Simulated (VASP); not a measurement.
Write the native input for VASP 6.6.1 that does the following.

| Item | Value |
| --- | --- |
| Task | single point |
| Functional | LDA |
| Potentials or basis | VASP PAW LDA potentials, release 64 (B, P) |
| Cutoff | 500 eV |
| k mesh | 12 × 12 × 12 |
| Occupations | gaussian, width 0.01 eV |
| Spin | no spin polarisation |
| Dipole correction | no |
| Further INCAR settings | ALGO = Normal; EDIFF = 1e-06; NBANDS = 11 |

The structure of BP lies in POSCAR:

```
BP
1.0
    0.0000000000      2.1476551607      2.1476551607
    2.1476551607      0.0000000000      2.1476551607
    2.1476551607      2.1476551607      0.0000000000
B P
1 1
Direct
    0.0000000000      0.0000000000      0.0000000000
    0.7500000000      0.7500000000      0.7500000000
```

The input as run:

INCAR

```
SYSTEM = BP
PREC = Accurate ; ENCUT = 500
EDIFF = 1E-6 ; ISMEAR = 0
SIGMA = 0.01 ; LREAL = .FALSE.
LASPH = .TRUE. ; NELM = 120
ALGO = Normal ; ISIF = 2
LWAVE = .FALSE. ; LCHARG = .FALSE.
GGA = CA ; NBANDS = 11
GGA_COMPAT = .FALSE.
```

KPOINTS

```
regular mesh
0
G
  12 12 12
  0 0 0
```

Potentials or basis: VASP PAW LDA potentials, release 64 (B, P).

Run with:

```bash
$ cat potpaw_LDA.64/B/POTCAR potpaw_LDA.64/P/POTCAR > POTCAR
$ mpirun -np 1 vasp_std > vasp.out
```

It gave:

The pressure is 29.8 GPa and the band gap on the k mesh is 0.97 eV, indirect (least direct gap 3.70 eV).

Wall time 7.5 s on 1 thread of Intel(R) Xeon(R) Platinum 8488C (Sapphire Rapids), on a shared host, peak memory 0.13 GiB.
